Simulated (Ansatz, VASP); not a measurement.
**WSe2 in VASP and in Ansatz**

```
W Se
1.0
    -3.27115    0.00000    0.00000
    -1.63558   -2.83290    0.00000
    -3.68004   -2.12467   13.22067
W Se
2 4
Direct
  0.91086 0.91086 0.56330
  0.61919 0.61919 0.06330
  0.63082 0.63082 0.93669
  0.33915 0.33915 0.43669
  0.19090 0.19090 0.18991
  0.14923 0.14923 0.68991
```

Alike in both runs: task single point; functional PBEsol; k mesh 9 × 9 × 2; occupations gaussian, width 0.05 eV; no spin polarisation.

|  | VASP | Ansatz |
| --- | --- | --- |
| version | VASP 6.6.1 | Ansatz 0.2.0 |
| potentials or method | VASP PAW PBE potentials, release 64 (W_sv, Se), cutoff 520 eV | scalar-relativistic, plane waves, PAW |
| valence electrons in the cell | 52 | 92 |

```tsv
	VASP	Ansatz	Ansatz less VASP
gap on the k mesh at the Fermi level (eV)	0.57	0.57	+0.004
least direct gap on the mesh (eV)	0.70	0.71	+0.004
rms of the force components (eV/Å)	13.143	13.069	-0.0733
```

VASP's potentials were made for PBE, not for PBEsol. Atom by atom the forces differ by 0.079 eV/Å (rms over components). VASP's potentials hold 52 valence electrons a cell and Ansatz's 92, so a difference there can come from the potentials and not from the codes.

Spin-orbit coupling is off throughout.
